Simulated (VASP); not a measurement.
# LiAlH3 (P4/mbm) in VASP: further runs

Runs on LiAlH3. Level: PBE. Tasks: relaxation of cell and atoms.

Everything below comes from runs of VASP 6.6.1. Logs are shortened: lines on timing, memory, paths and dates and some standing lists are left out, and cuts for length are marked.

## 1. The cell of the first run

Symmetry: P4/mbm, No. 127, tetragonal system. Conventional cell: a = 5.680 Å, b = 5.680 Å, c = 4.017 Å, α = 90.00°, β = 90.00°, γ = 90.00°. Within 3.5 Å of Li (site symmetry mmm) lie 12 H at 2.62 to 3.08 Å and 8 Al at 3.48 Å. Within 2.7 Å of Al (site symmetry 4/m) lie 6 H at 2.01 to 2.04 Å. H (site symmetry m2m) has 2 Al at 2.04 Å and 2 Li at 2.62 Å within 2.7 Å. Within 2.7 Å of H (site symmetry 4/m) lie 2 Al at 2.01 Å.

## 2. Relaxation of cell and atoms, PBE

INCAR

```
SYSTEM = LiAlH3
PREC     = Accurate       ! precision mode
ENCUT    = 600            ! plane-wave cutoff, eV
EDIFF    = 1E-6           ! SCF threshold, eV
ISMEAR   = 0              ! smearing method
SIGMA    = 0.1            ! smearing width, eV
LREAL    = .FALSE.        ! projectors in reciprocal space
LASPH    = .TRUE.         ! aspherical terms in the spheres
NELM     = 60             ! most SCF steps
ALGO     = Normal         ! electronic algorithm
ISIF     = 3              ! what is computed and relaxed
LWAVE    = .FALSE.        ! write WAVECAR
LCHARG   = .FALSE.        ! write CHGCAR
GGA      = PE             ! functional
IBRION   = 2              ! ionic algorithm
NSW      = 90             ! ionic steps
EDIFFG   = -0.04          ! ionic threshold
```

KPOINTS

```
regular mesh
0
G
  4 4 4
  0 0 0
```

POSCAR

```
LiAlH3
1.0
    5.6802652100      0.0000000000      0.0000000000
    0.0000000000      5.6802652100      0.0000000000
    0.0000000000      0.0000000000      4.0165540500
Li Al H
2 2 6
Direct
    0.0000000000      0.5000000000      0.5000000000
    0.5000000000      0.0000000000      0.5000000000
    0.5000000000      0.5000000000      0.0000000000
    0.0000000000      0.0000000000      0.0000000000
    0.7911785600      0.2911785600      0.0000000000
    0.7088214400      0.7911785600      0.0000000000
    0.5000000000      0.5000000000      0.5000000000
    0.2088214400      0.7088214400      0.0000000000
    0.2911785600      0.2088214400      0.0000000000
    0.0000000000      0.0000000000      0.5000000000
```

Potentials or basis: VASP PAW PBE potentials, release 64 (Li_sv, Al, H).

Launch:

```sh
cat potpaw_PBE.64/Li_sv/POTCAR potpaw_PBE.64/Al/POTCAR potpaw_PBE.64/H/POTCAR > POTCAR
mpirun -np 1 vasp_std > vasp.out
```

OUTCAR:

```text
SYSTEM = LiAlH3
   PREC = Accurate
   ENCUT = 600
   EDIFF = 1E-6
   ISMEAR = 0
   LREAL = .FALSE.
   LASPH = .TRUE.
   NELM = 60
   ISIF = 3
   GGA = PE
   IBRION = 2
   NSW = 90
   EDIFFG = -0.04

 ion  position               nearest neighbor table
   1  0.000  0.500  0.500-
   2  0.500  0.000  0.500-
   3  0.500  0.500  0.000-   7 2.01   7 2.01   5 2.04   8 2.04   9 2.04   6 2.04
   4  0.000  0.000  0.000-  10 2.01  10 2.01   8 2.04   9 2.04   5 2.04   6 2.04
   5  0.791  0.291  0.000-   3 2.04   4 2.04
   6  0.709  0.791  0.000-   3 2.04   4 2.04
   7  0.500  0.500  0.500-   3 2.01   3 2.01
   8  0.209  0.709  0.000-   3 2.04   4 2.04
   9  0.291  0.209  0.000-   3 2.04   4 2.04
  10  0.000  0.000  0.500-   4 2.01   4 2.01

  LATTYP: Found a simple tetragonal cell.
 ALAT       =     5.6802652100
 C/A-ratio  =     0.7071067814

  Lattice vectors:

 A1 = (   5.6802652100,   0.0000000000,   0.0000000000)
 A2 = (   0.0000000000,   5.6802652100,   0.0000000000)
 A3 = (   0.0000000000,   0.0000000000,   4.0165540500)

Analysis of symmetry for initial positions (statically):
=====================================================================
 Subroutine PRICEL returns:
 Original cell was already a primitive cell.

 Routine SETGRP: Setting up the symmetry group for a
 simple tetragonal supercell.

 Subroutine GETGRP returns: Found 16 space group operations
 (whereof  8 operations were pure point group operations)
 out of a pool of 16 trial point group operations.

The static configuration has the point symmetry C_4h.
 The point group associated with its full space group is D_4h.

Analysis of symmetry for dynamics (positions and initial velocities):
=====================================================================
 Subroutine PRICEL returns:
 Original cell was already a primitive cell.

 Routine SETGRP: Setting up the symmetry group for a
 simple tetragonal supercell.

 Subroutine GETGRP returns: Found 16 space group operations
 (whereof  8 operations were pure point group operations)
 out of a pool of 16 trial point group operations.

The dynamic configuration has the point symmetry C_4h.
 The point group associated with its full space group is D_4h.

 Subroutine INISYM returns: Found 16 space group operations
 (whereof  8 operations are pure point group operations),
 and found     1 'primitive' translations

----------------------------------------------------------------------------------------

                                     Primitive cell

  volume of cell :     129.5958
[... 107 lines left out ...]
   TEBEG  =    0.0;   TEEND  =   0.0 temperature during run
   PSTRESS=    0.0 pullay stress
   NELECT =      18.0000    total number of electrons
   NUPDOWN=      -1.0000    fix difference up-down
   EMIN   =  10.00;   EMAX   =-10.00  energy-range for DOS
   EFERMI =   0.00;   METHOD = LEGACY
   ISMEAR =     0;   SIGMA  =   0.10  broadening in eV -4-tet -1-fermi 0-gaus
   EFERMI_NEDOS =   21; number of points for ismear=-14 and -15
   IALGO  =     38    algorithm
   IMIX   =      4    mixing-type and parameters
     AMIX     =   0.40;   BMIX     =  1.00
     AMIX_MAG =   1.60;   BMIX_MAG =  1.00
  volume/ion in A,a.u.               =      12.96        87.46
  Fermi-wavevector in a.u.,A,eV,Ry     =   0.847817  1.602142  9.779778  0.718793
  Thomas-Fermi vector in A             =   1.963383
   LORBIT       =      0    0 simple, 1 ext, 2 COOP (PROOUT), +10 PAW based schemes
   GGA     = PE    functional components
   LHFCALC =     F    Hartree Fock is set to
   AEXX    =    0.0000 exact exchange contribution
   IVDW    =     0    specifies the selected vdW correction
   LEPSILON=     F    determine dielectric tensor
   LRPA    =     F    only Hartree local field effects (RPA)
 conjugate gradient relaxation of ions
 non-spin polarized calculation
 Gauss-broadening in eV      SIGMA  =   0.10
  energy-cutoff  :      600.00
  volume of cell :      129.60
 maximum number of plane-waves:      4350
 NGX is ok and might be reduce to    48
   NGX = 23   NGY = 23   NGZ = 17

--------------------------------------- Ionic step        1  -------------------------------------------

 number of electron      18.0000007 magnetization

 Free energy of the ion-electron system (eV)
  ---------------------------------------------------
  ext. energy  EPLUGINS =         0.00000000
  ---------------------------------------------------
  free energy    TOTEN  =       -30.01622383 eV

  energy without entropy =      -30.00081886  energy(sigma->0) =      -30.00852134

------------------------ aborting loop because EDIFF is reached ----------------------------------------

  FORCE on cell =-STRESS in cart. coord.  units (eV):
  Direction    XX          YY          ZZ          XY          YZ          ZX
  --------------------------------------------------------------------------------------
  -------------------------------------------------------------------------------------
  Total       -5.2641865     -5.2641865     -6.5611991      0.0000000      0.0000000      0.0000000
  in kB      -65.0805192    -65.0805192    -81.1153336      0.0000000      0.0000000      0.0000000
  external PRESSURE =     -70.4254573 kB  Pullay stress =       0.0000000 kB
[... 113 lines left out ...]
  FREE ENERGIE OF THE ION-ELECTRON SYSTEM (eV)
  ---------------------------------------------------
  free  energy   TOTEN  =       -30.7599210433 eV

  energy  without entropy=      -30.7432196164  energy(sigma->0) =      -30.75157033

[... ionic steps 4 to 7 ...]

--------------------------------------- Ionic step        8  -------------------------------------------

 number of electron      18.0000012 magnetization

------------------------ aborting loop because EDIFF is reached ----------------------------------------
[... 83 lines left out ...]
--------------------------------------- Ionic step       10  -------------------------------------------

 number of electron      18.0000014 magnetization

 Free energy of the ion-electron system (eV)
  ---------------------------------------------------
  ext. energy  EPLUGINS =         0.00000000
  ---------------------------------------------------
  free energy    TOTEN  =       -30.85275672 eV

  energy without entropy =      -30.82605167  energy(sigma->0) =      -30.83940420

 E-fermi :   4.3348     XC(G=0):  -8.5826

 val. band max:        4.2160762952   @ k =   0.2500   0.0000   0.2500
 cond. band min:       4.3420321603   @ k =   0.5000   0.2500   0.2500
 fundamental gap:      0.1259558650
 Fermi energy:         4.3348323954

 k-point     1 :       0.0000    0.0000    0.0000
  band No.  band energies     occupation
      1     -44.1886      2.00000
      2     -44.1872      2.00000
      3      -6.7848      2.00000
      4      -3.2350      2.00000
      5      -2.2820      2.00000
      6      -2.2820      2.00000
      7      -0.1390      2.00000
      8       0.4556      2.00000
      9       4.7632      0.00000
     10       4.7632      0.00000
     11       4.8702      0.00000
     12       5.1735      0.00000
     13       6.7173      0.00000
     14       8.0307      0.00000
[... 342 lines left out ...]
  FREE ENERGIE OF THE ION-ELECTRON SYSTEM (eV)
  ---------------------------------------------------
  free  energy   TOTEN  =       -30.8527567232 eV

  energy  without entropy=      -30.8260516730  energy(sigma->0) =      -30.83940420

 reached required accuracy - stopping structural energy minimisation
```

CONTCAR:

```text
LiAlH3
   1.00000000000000
     5.1439810447208965    0.0000000000000000    0.0000000000000000
     0.0000000000000000    5.1439810447208956    0.0000000000000000
     0.0000000000000000    0.0000000000000000    3.6913366152447264
  Li              Al              H
     2     2     6
Direct
     0.0000000000000000    0.5000000000000000    0.5000000000000000
     0.5000000000000000    1.0000000000000000    0.5000000000000000
     0.5000000000000000    0.5000000000000000    0.0000000000000000
     0.0000000000000000    1.0000000000000000    0.0000000000000000
     0.8158473956513568    0.3158473956513568    0.0000000000000000
     0.6841526043486432    0.8158473956513568    0.0000000000000000
     0.5000000000000000    0.5000000000000000    0.5000000000000000
     0.1841526043486432    0.6841526043486432    0.0000000000000000
     0.3158473956513568    0.1841526043486432    1.0000000000000000
     0.0000000000000000    1.0000000000000000    0.5000000000000000

  0.00000000E+00  0.00000000E+00  0.00000000E+00
  0.00000000E+00  0.00000000E+00  0.00000000E+00
  0.00000000E+00  0.00000000E+00  0.00000000E+00
  0.00000000E+00  0.00000000E+00  0.00000000E+00
  0.00000000E+00  0.00000000E+00  0.00000000E+00
  0.00000000E+00  0.00000000E+00  0.00000000E+00
  0.00000000E+00  0.00000000E+00  0.00000000E+00
  0.00000000E+00  0.00000000E+00  0.00000000E+00
  0.00000000E+00  0.00000000E+00  0.00000000E+00
  0.00000000E+00  0.00000000E+00  0.00000000E+00
```

It took 7.1 min on 1 thread of Oxide Virtual Turin-like, shared host; peak memory 0.24 GiB.

What came out:

```yaml
Free_energy: -30.8528 eV
Relaxed_volume: 9.77 Å³/atom
Relaxed_cell: a = 5.144 Å, b = 5.144 Å, c = 3.691 Å, α = 90.00°, β = 90.00°, γ = 90.00°
Space_group_after_relaxing_to_0.1_Å: P4/mbm (No. 127)
Energy_gained_by_relaxing: 83.7 meV/atom
Ionic_steps: 10
Pressure_after_relaxing: -0.1 GPa
Largest_force_after_relaxing: 0.034 eV/Å
Band_gap_on_the_k_mesh: zero (bands 9 and 10 overlap by 3.34 eV)
```

Forces on the atoms (eV/Å):
```
Li   0.000  0.000  0.000
Li   0.000  0.000  0.000
Al   0.000  0.000  0.000
Al   0.000  0.000  0.000
H    0.024  0.024  0.000
H   -0.024  0.024  0.000
H    0.000  0.000  0.000
H   -0.024 -0.024  0.000
H    0.024 -0.024  0.000
H    0.000  0.000  0.000
```

Step by step:
| step | energy change (eV) | largest force (eV/Å) | pressure (GPa) | volume (Å³) |
| --- | --- | --- | --- | --- |
| 1 | 0.0000 | 0.0087 | -7.04 | 129.60 |
| 2 | -0.4119 | 0.0245 | -5.43 | 119.20 |
| 3 | -0.7437 | 0.0768 | -1.91 | 105.30 |
| 4 | -0.7726 | 0.0989 | 0.13 | 99.70 |
| 5 | -0.7730 | 0.0972 | -0.10 | 100.29 |
| 6 | -0.7813 | 0.1002 | -0.07 | 100.00 |
| 7 | -0.7920 | 0.1054 | 0.02 | 99.08 |
| 8 | -0.7984 | 0.1011 | 0.03 | 98.94 |
| 9 | -0.8152 | 0.0816 | 0.03 | 98.52 |
| 10 | -0.8365 | 0.0339 | -0.07 | 97.67 |

Final structure:
```cif
data_structure
_symmetry_space_group_name_H-M 'P 1'
_symmetry_Int_Tables_number 1
_cell_length_a 5.1440
_cell_length_b 5.1440
_cell_length_c 3.6913
_cell_angle_alpha 90.000
_cell_angle_beta 90.000
_cell_angle_gamma 90.000
_cell_volume 97.67
loop_
_atom_site_label
_atom_site_type_symbol
_atom_site_fract_x
_atom_site_fract_y
_atom_site_fract_z
_atom_site_occupancy
Li1 Li 0.00000 0.50000 0.50000 1
Li2 Li 0.50000 0.00000 0.50000 1
Al1 Al 0.50000 0.50000 0.00000 1
Al2 Al 0.00000 0.00000 0.00000 1
H1 H 0.81585 0.31585 0.00000 1
H2 H 0.68415 0.81585 0.00000 1
H3 H 0.50000 0.50000 0.50000 1
H4 H 0.18415 0.68415 0.00000 1
H5 H 0.31585 0.18415 0.00000 1
H6 H 0.00000 0.00000 0.50000 1
```

Caveat: the k points lie up to 0.43 Å⁻¹ apart in the final cell, too coarse for converged energies and pressures of a metal; the cutoff is under 1.25 times the usual one of these potentials, so pressure, stress and relaxed cells hold a basis-set (Pulay) error; the volume moved by over 15 % at a fixed basis, so the end points are rough.

[end of part 1 of 2]

The gap in the log of VASP goes by the Fermi energy; the results here count the filled bands.